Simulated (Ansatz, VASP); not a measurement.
**WS2: VASP beside Ansatz**

```
CELL_PARAMETERS angstrom
3.18000 0.00000 0.00000
-1.59000 2.75396 0.00000
0.00000 0.00000 12.50000
ATOMIC_POSITIONS crystal
W 0.29580 0.66187 0.25585
W 0.69685 0.41027 0.73615
S 0.38568 0.66516 0.63097
S 0.64825 0.29097 0.11729
S 0.34870 0.67967 0.87560
S 0.62472 0.29206 0.38413
```

Change from the starting cell: all atoms moved at random (sigma 0.1 Å a component).

Alike in both runs: task single point; functional PBEsol; k mesh 12 × 12 × 4; occupations gaussian, width 0.05 eV; no spin polarisation.

|  | VASP | Ansatz |
| --- | --- | --- |
| version | VASP 6.6.1 | Ansatz 0.2.0 |
| potentials or method | VASP PAW PBE potentials, release 64 (W_sv, S), cutoff 520 eV | scalar-relativistic, plane waves, PAW |
| valence electrons in the cell | 52 | 52 |

```csv
,VASP,Ansatz,Ansatz less VASP
gap on the k mesh at the Fermi level (eV),0.17,0.15,-0.018
least direct gap on the mesh (eV),0.48,0.46,-0.012
pressure (GPa),0.3,0.2,-0.08
"traceless stress, the component that is largest in VASP (GPa)",9.48,9.51,+0.030
rms of the force components (eV/Å),3.517,3.516,-0.0017
```

VASP's potentials were made for PBE, not for PBEsol. Atom by atom the forces differ by 0.011 eV/Å (rms over components). The functional is the same, so the differences come from potentials, cutoffs and numerics.

Neither program's run includes spin-orbit coupling.
